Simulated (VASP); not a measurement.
# C (Fd-3m) in VASP: notebook

Runs on C. Level: RPBE. Tasks: single point.

Everything below comes from runs of VASP 6.6.1. Logs are shortened: lines on timing, memory, paths and dates and some standing lists are left out, and cuts for length are marked.

## (1) The cell of the first run

The structure is cubic, space group Fd-3m (No. 227). The conventional cell has a = 3.589 Å, b = 3.589 Å, c = 3.589 Å, α = 90.00°, β = 90.00°, γ = 90.00°. C (site symmetry -43m) has 4 C at 1.55 Å within 2.1 Å.

## (2) Single point, RPBE

Contents of INCAR:

```
ALGO     = Normal         # electronic algorithm
EDIFF    = 1E-6           # SCF threshold, eV
ENCUT    = 520            # plane-wave cutoff, eV
GGA      = RP             # functional
ISIF     = 2              # what is computed and relaxed
ISMEAR   = -1             # smearing method
LASPH    = T              # aspherical terms in the spheres
LCHARG   = T              # write CHGCAR
LELF     = T              # ELF
LREAL    = F              # projectors in reciprocal space
LVHAR    = T            
LWAVE    = F              # write WAVECAR
NBANDS   = 11             # bands
NELM     = 60             # most SCF steps
PREC     = Accurate       # precision mode
SIGMA    = 0.05           # smearing width, eV
```

Contents of KPOINTS:

```
k-points
0
Gamma
  13 13 13
```

Contents of POSCAR:

```
C
1.0
    0.0000000000      1.7943264871      1.7943264871
    1.7943264871      0.0000000000      1.7943264871
    1.7943264871      1.7943264871      0.0000000000
C
2
Direct
    0.5000000000      0.5000000000      0.5000000000
    0.7500000000      0.7500000000      0.7500000000
```

Potentials or basis: VASP PAW PBE potentials, release 64 (C).

The run is started by

```
> cat potpaw_PBE.64/C/POTCAR > POTCAR
> mpirun -np 1 vasp_std > vasp.out
```

OUTCAR:

```text
EDIFF = 1E-6
   ENCUT = 520
   GGA = RP
   ISIF = 2
   ISMEAR = -1
   LASPH = T
   LREAL = F
   NELM = 60
   PREC = Accurate

 ion  position               nearest neighbor table
   1  0.500  0.500  0.500-   2 1.55   2 1.55   2 1.55   2 1.55
   2  0.750  0.750  0.750-   1 1.55   1 1.55   1 1.55   1 1.55

  LATTYP: Found a face centered cubic cell.
 ALAT       =     3.5886529742

  Lattice vectors:

 A1 = (   0.0000000000,   1.7943264871,   1.7943264871)
 A2 = (   1.7943264871,   0.0000000000,   1.7943264871)
 A3 = (   1.7943264871,   1.7943264871,   0.0000000000)

Analysis of symmetry for initial positions (statically):
=====================================================================
 Subroutine PRICEL returns:
 Original cell was already a primitive cell.

 Routine SETGRP: Setting up the symmetry group for a
 face centered cubic supercell.

 Subroutine GETGRP returns: Found 48 space group operations
 (whereof 24 operations were pure point group operations)
 out of a pool of 48 trial point group operations.

The static configuration has the point symmetry T_d .
 The point group associated with its full space group is O_h .

Analysis of symmetry for dynamics (positions and initial velocities):
=====================================================================
 Subroutine PRICEL returns:
 Original cell was already a primitive cell.

 Routine SETGRP: Setting up the symmetry group for a
 face centered cubic supercell.

 Subroutine GETGRP returns: Found 48 space group operations
 (whereof 24 operations were pure point group operations)
 out of a pool of 48 trial point group operations.

The dynamic configuration has the point symmetry T_d .
 The point group associated with its full space group is O_h .

 Subroutine INISYM returns: Found 48 space group operations
 (whereof 24 operations are pure point group operations),
 and found     1 'primitive' translations

----------------------------------------------------------------------------------------

                                     Primitive cell

  volume of cell :      11.5541

  direct lattice vectors                    reciprocal lattice vectors
     0.000000000  1.794326487  1.794326487    -0.278656088  0.278656088  0.278656088
     1.794326487  0.000000000  1.794326487     0.278656088 -0.278656088  0.278656088
     1.794326487  1.794326487  0.000000000     0.278656088  0.278656088 -0.278656088

  length of vectors
     2.537560853  2.537560853  2.537560853     0.482646503  0.482646503  0.482646503

[... 83 lines left out ...]
   NSW    =      0    number of steps for IOM
   IBRION =     -1    ionic relax: 0-MD 1-quasi-New 2-CG
   NFREE  =      0    steps in history (QN), initial steepest desc. (CG)
   ISIF   =      2    stress and relaxation
   ISYM   =      2    0-nonsym 1-usesym 2-fastsym
   POTIM  = 0.5000    time-step for ionic-motion
   TEBEG  =    0.0;   TEEND  =   0.0 temperature during run
   PSTRESS=    0.0 pullay stress
   NELECT =       8.0000    total number of electrons
   NUPDOWN=      -1.0000    fix difference up-down
   EMIN   =  10.00;   EMAX   =-10.00  energy-range for DOS
   EFERMI =   0.00;   METHOD = LEGACY
   ISMEAR =    -1;   SIGMA  =   0.05  broadening in eV -4-tet -1-fermi 0-gaus
   EFERMI_NEDOS =   21; number of points for ismear=-14 and -15
   IALGO  =     38    algorithm
   IMIX   =      4    mixing-type and parameters
     AMIX     =   0.40;   BMIX     =  1.00
     AMIX_MAG =   1.60;   BMIX_MAG =  1.00
  volume/ion in A,a.u.               =       5.78        38.99
  Fermi-wavevector in a.u.,A,eV,Ry     =   1.448305  2.736900 28.539408  2.097587
  Thomas-Fermi vector in A             =   2.566161
   LORBIT       =      0    0 simple, 1 ext, 2 COOP (PROOUT), +10 PAW based schemes
   GGA     = RP    functional components
   LHFCALC =     F    Hartree Fock is set to
   AEXX    =    0.0000 exact exchange contribution
   IVDW    =     0    specifies the selected vdW correction
   LEPSILON=     F    determine dielectric tensor
   LRPA    =     F    only Hartree local field effects (RPA)
 non-spin polarized calculation
  energy-cutoff  :      520.00
  volume of cell :       11.55
 maximum number of plane-waves:       331
   NGX =  9   NGY =  9   NGZ =  9

 number of electron       8.0000000 magnetization

 Free energy of the ion-electron system (eV)
  ---------------------------------------------------
  ext. energy  EPLUGINS =         0.00000000
  ---------------------------------------------------
  free energy    TOTEN  =       -17.23474755 eV

  energy without entropy =      -17.23474755  energy(sigma->0) =      -17.23474755

 E-fermi :  10.4859     XC(G=0): -13.0726

 val. band max:        9.5864358318   @ k =   0.0000   0.0000   0.0000
 cond. band min:      13.6856642963   @ k =   0.3846   0.3846   0.0000
 fundamental gap:      4.0992284645
 Fermi energy:        10.4858636748

 k-point     1 :       0.0000    0.0000    0.0000
  band No.  band energies     occupation
      1     -11.7221      2.00000
      2       9.5864      2.00000
      3       9.5864      2.00000
      4       9.5864      2.00000
      5      15.1299      0.00000
      6      15.1299      0.00000
      7      15.1299      0.00000
      8      22.4421      0.00000
      9      28.7688      0.00000
     10      35.8203      0.00000
     11      35.8203      0.00000
[... 309 lines left out ...]
 k-point    24 :       0.4615    0.1538    0.0000
  band No.  band energies     occupation
      1      -6.7830      2.00000
      2      -1.5436      2.00000
      3       5.1904      2.00000
      4       5.7418      2.00000
      5      16.6018      0.00000
      6      20.0712      0.00000
      7      20.2375      0.00000
      8      23.3930      0.00000
      9      30.1010      0.00000
     10      32.6444      0.00000
     11      36.4321      0.00000

 [... further k-points ...]
[... 5 lines left out ...]
  --------------------------------------------------------------------------------------
  -------------------------------------------------------------------------------------
  Total        0.0335501      0.0335501      0.0335501      0.0000000      0.0000000     -0.0000000
  in kB        4.6523179      4.6523179      4.6523179      0.0000000      0.0000000     -0.0000000
  external PRESSURE =       4.6523179 kB  Pullay stress =       0.0000000 kB

 VOLUME and BASIS-vectors are now :
 -----------------------------------------------------------------------------
  energy-cutoff  :      520.00
  volume of cell :       11.55
      direct lattice vectors                 reciprocal lattice vectors
     0.000000000  1.794326487  1.794326487    -0.278656088  0.278656088  0.278656088
     1.794326487  0.000000000  1.794326487     0.278656088 -0.278656088  0.278656088
     1.794326487  1.794326487  0.000000000     0.278656088  0.278656088 -0.278656088

 POSITION                                       TOTAL-FORCE (eV/Angst)
 -----------------------------------------------------------------------------------
      1.79433      1.79433      1.79433        -0.000000      0.000000      0.000000
      2.69149      2.69149      2.69149         0.000000      0.000000     -0.000000
 -----------------------------------------------------------------------------------
    total drift:                                0.000000     -0.000000      0.000000

  FREE ENERGIE OF THE ION-ELECTRON SYSTEM (eV)
  ---------------------------------------------------
  free  energy   TOTEN  =       -17.2347475549 eV

  energy  without entropy=      -17.2347475549  energy(sigma->0) =      -17.23474755
```

stdout:

```text
POSCAR found type information on POSCAR C
 POSCAR found :  1 types and       2 ions
 scaLAPACK will be used
 -----------------------------------------------------------------------------
|                                                                             |
|                                                                             |
|     You enforced a specific xc type in the INCAR file but a different       |
|     I HOPE YOU KNOW WHAT YOU ARE DOING!                                     |
|                                                                             |
 -----------------------------------------------------------------------------

 LDA part: xc-table for (Slater+PW92), standard interpolation
 POSCAR, INCAR and KPOINTS ok, starting setup
 FFT: planning ... GRIDC
 FFT: planning ... GRID_SOFT
 FFT: planning ... GRID
 WAVECAR not read
 entering main loop
```

It took 16 s on 1 thread of AMD EPYC 7R13, shared host; peak memory 0.09 GiB.

Results:

* Free energy: -17.2347 eV
* Pressure: 0.5 GPa
* Band gap on the k mesh: 4.10 eV, indirect (least direct gap 5.54 eV)

Caveat: the PAW data sets were made with another functional, which shifts forces and pressure a little. A k mesh can miss the band edges.

## (3) Single point, RPBE (volume scaled by 1.04)

Contents of INCAR:

```
ALGO = Normal
EDIFF = 1E-6
ENCUT = 520
GGA = RP
ISIF = 2
ISMEAR = -1
LASPH = T
LCHARG = F
LREAL = F
LWAVE = F
NBANDS = 11
NELM = 100
PREC = Accurate
SIGMA = 0.05
```

KPOINTS is that of step 2.

Contents of POSCAR:

```
C
1.0
    0.0000000000      1.8179387539      1.8179387539
    1.8179387539      0.0000000000      1.8179387539
    1.8179387539      1.8179387539      0.0000000000
C
2
Direct
    0.5000000000      0.5000000000      0.5000000000
    0.7500000000      0.7500000000      0.7500000000
```

Potentials or basis: VASP PAW PBE potentials, release 64 (C).

The run is started by

```
> cat potpaw_PBE.64/C/POTCAR > POTCAR
> mpirun -np 1 vasp_std > vasp.out
```

It took 11 s on 1 thread of AMD EPYC 7R13, shared host; peak memory 0.09 GiB.

Results (log left out):

| Quantity | Value |
| --- | --- |
| Free energy | -17.2140 eV |
| Pressure | -14.9 GPa |
| Band gap on the k mesh | 4.02 eV, indirect (least direct gap 5.44 eV) |

Levels at points of the mesh, in eV from the valence-band top:
```
           k point  band 2  band 3  band 4  band 5  band 6  band 7
(0.00, 0.00, 0.00)    0.00    0.00    0.00    5.44    5.44    5.44
```

Caveat: the PAW data sets were made with another functional, which shifts forces and pressure a little.

(Part 1 of 2 ends here.)
